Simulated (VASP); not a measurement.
**Al2O3: single point with r2SCAN**

Al2O3:

```
CELL_PARAMETERS angstrom
4.61378 0.00000 0.00000
0.00000 9.56328 0.00000
0.00000 0.00000 3.11986
ATOMIC_POSITIONS crystal
Al 0.98298 0.82457 0.00000
Al 0.01702 0.17543 0.00000
Al 0.48297 0.67543 0.50000
Al 0.51702 0.32457 0.50000
O 0.50000 0.50000 0.50000
O 0.12363 0.75305 0.50000
O 0.37637 0.25305 0.00000
O 0.62364 0.74695 0.00000
O 0.00000 0.00000 0.00000
O 0.87636 0.24695 0.50000
```

```
Program                : VASP 6.6.1
Task                   : single point
Functional             : r2SCAN
Potentials or basis    : VASP PAW PBE potentials, release 64 (Al, O)
Cutoff                 : 520 eV
k mesh                 : 6 × 4 × 8
Occupations            : gaussian, width 0.01 eV
Spin                   : no spin polarisation
Dipole correction      : no
Further INCAR settings : ALGO = Normal; EDIFF = 1e-06; NBANDS = 35
```

```json
{
 "Pressure": "-4.2 GPa",
 "Largest force": "0.213 eV/Å",
 "Band gap on the k mesh": "4.11 eV"
}
```

Forces in eV/Å, atoms in the order of the input:
```
Al  -0.099 -0.070  0.000
Al   0.099  0.070  0.000
Al  -0.099  0.070  0.000
Al   0.099 -0.070  0.000
O    0.000  0.000  0.000
O    0.213 -0.016  0.000
O   -0.213 -0.016  0.000
O    0.213  0.016  0.000
O    0.000  0.000  0.000
O   -0.213  0.016  0.000
```

Stress tensor (GPa, compression positive):
```
-2.35  0.00  0.00
 0.00 -2.57  0.00
 0.00  0.00 -7.77
```

Levels at points of the mesh, in eV from the valence-band top:
```csv
k point,band 20,band 21,band 22,band 23,band 24,band 25,band 26,band 27,band 28,band 29
"(0.00, 0.00, 0.00)",-1.35,-1.06,-0.54,-0.06,0.00,4.11,5.81,6.72,7.70,7.76
"(0.50, 0.00, 0.00)",-2.32,-0.90,-0.90,-0.02,-0.02,6.66,6.66,7.26,7.26,8.59
"(0.00, 0.50, 0.00)",-1.55,-0.75,-0.75,-0.03,-0.03,4.80,4.80,7.28,7.28,8.50
"(0.50, 0.50, 0.00)",-2.59,-0.83,-0.83,-0.02,-0.02,6.73,6.73,7.07,7.07,8.95
"(0.00, 0.00, 0.50)",-2.38,-1.09,-1.09,-0.72,-0.72,8.46,8.46,8.62,8.62,9.10
"(0.50, 0.00, 0.50)",-2.04,-1.23,-1.23,-0.58,-0.58,7.56,7.56,8.81,8.81,9.14
"(0.00, 0.50, 0.50)",-2.48,-1.16,-1.16,-0.63,-0.63,8.38,8.38,8.65,8.65,9.13
"(0.50, 0.50, 0.50)",-2.03,-1.06,-1.06,-0.74,-0.74,7.74,7.74,8.92,8.92,9.05
```

Wall time 6.1 min on 1 thread of Intel(R) Xeon(R) 6975P-C (Granite Rapids) (shared host), peak memory 0.38 GiB.

Caveat: the stress differs along the axes, from -8 to -2 GPa; the PAW data sets were made with another functional, which shifts forces and pressure a little. A k mesh can miss the band edges.
